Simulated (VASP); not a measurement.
Input of a VASP 6.6.1 run:

INCAR

```
SYSTEM = Bi2Te3
  PREC = Accurate
  ENCUT = 520
  EDIFF = 1E-7
  ISMEAR = -1
  SIGMA = 0.05
  LREAL = .False.
  LASPH = .True.
  NELM = 100
  ALGO = Normal
  ISIF = 2
  LWAVE = .False.
  LCHARG = .False.
  GGA = PE
  NBANDS = 32
```

File KPOINTS:

```
Automatic mesh
0
Gamma
  6 6 6
  0 0 0
```

The input POSCAR:

```
Bi2Te3
1.0
    2.1936774057      1.2665221583      9.8799118140
   -2.1936774057      1.2665221583      9.8799118140
    0.0000000000     -2.5330443165      9.8799118140
Bi Te
2 3
Direct
    0.1880000000      0.1880000000      0.1880000000
    0.5980000000      0.5980000000      0.5980000000
    0.3890000000      0.3890000000      0.3890000000
    0.8000000000      0.8000000000      0.8000000000
    0.0000000000      0.0000000000      0.0000000000
```

Potentials or basis: VASP PAW PBE potentials, release 64 (Bi_d, Te).

Launch:

```console
$ cat potpaw_PBE.64/Bi_d/POTCAR potpaw_PBE.64/Te/POTCAR > POTCAR
$ mpirun -np 1 vasp_std > vasp.out
```

(1) Predict the largest force.

(2) What does it give for the pressure?

(3) Estimate the band gap on the k mesh.

Answers

(1) 1.314 eV/Å.

(2) 2.8 GPa.

(3) zero (bands 24 and 25 overlap by 0.09 eV).

Caveat: spin-orbit coupling is left out, which moves the levels of the heavy elements; forces of over 1 eV/Å act on the atoms, so gaps and moduli don't describe the material at rest.
